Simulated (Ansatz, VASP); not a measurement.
# Mg2Te3O: VASP beside Ansatz

File INCAR:

```
SYSTEM = Mg2Te3O
  PREC = Accurate
  ENCUT = 520
  EDIFF = 1E-6
  ISMEAR = 0
  SIGMA = 0.1
  LREAL = .FALSE.
  LASPH = .TRUE.
  NELM = 60
  ALGO = Normal
  ISIF = 2
  LWAVE = .FALSE.
  LCHARG = .TRUE.
  GGA = PE
  LELF = .TRUE.
  LVHAR = .TRUE.
  NBANDS = 23
```

The input KPOINTS:

```
Automatic mesh
0
G
  4 4 4
  0 0 0
```

The input POSCAR:

```
Mg2Te3O
1.0
   -2.9898672900      2.9898672900      4.3516660700
    2.9898672900     -2.9898672900      4.3516660700
    2.9898672900      2.9898672900     -4.3516660700
Mg Te O
2 3 1
Direct
    0.7500000000      0.2500000000      0.5000000000
    0.2500000000      0.7500000000      0.5000000000
    0.5000000000      0.5000000000      0.0000000000
    0.5000000000      0.0000000000      0.5000000000
    0.0000000000      0.5000000000      0.5000000000
    0.0000000000      0.0000000000      0.0000000000
```

Input for Ansatz:

```yaml
crystal:
  lattice:
    - [-2.98986729, 2.98986729, 4.35166607]
    - [2.98986729, -2.98986729, 4.35166607]
    - [2.98986729, 2.98986729, -4.35166607]
  atoms:
    - { symbol: Mg, position: [0.75, 0.25, 0.5] }
    - { symbol: Mg, position: [0.25, 0.75, 0.5] }
    - { symbol: Te, position: [0.5, 0.5, 0.0] }
    - { symbol: Te, position: [0.5, 0.0, 0.5] }
    - { symbol: Te, position: [0.0, 0.5, 0.5] }
    - { symbol: O, position: [0.0, 0.0, 0.0] }
basis:
  ecutwfc: 420
kpoints:
  mp_grid: { grid: [4, 4, 4] }
hamiltonian:
  xc: pbe
scf:
  occupations: { method: gaussian, width: 0.1 }
  lower_state_search: "off"
output:
  forces: true
  stress: true
  eigenvalues: true
```

Alike in both runs: task single point; functional PBE; k mesh 4 × 4 × 4; occupations gaussian, width 0.1 eV; no spin polarisation.

|  | VASP | Ansatz |
| --- | --- | --- |
| version | VASP 6.6.1 | Ansatz 0.2.0 |
| potentials or method | VASP PAW PBE potentials, release 64 (Mg, Te, O), cutoff 520 eV | scalar-relativistic, plane waves, PAW |
| valence electrons in the cell | 28 | 74 |

Ansatz gave:

* gap on the k mesh at the Fermi level (eV): none
* pressure (GPa): 21.8
* traceless stress, the component that is largest in VASP (GPa): 36.82

Task: Estimate VASP's values.

Result: gap on the k mesh at the Fermi level (eV): none; pressure (GPa): 21.9; traceless stress, the component that is largest in VASP (GPa): 36.97.

A gap of «none» marks a metal or a gap that the smearing closes. The functional is the same, so the differences come from potentials, cutoffs and numerics. VASP's potentials hold 28 valence electrons a cell and Ansatz's 74, so a difference there can come from the potentials and not from the codes.

The k mesh is coarse, so the values compare programs but aren't converged. Spin-orbit coupling is off throughout.
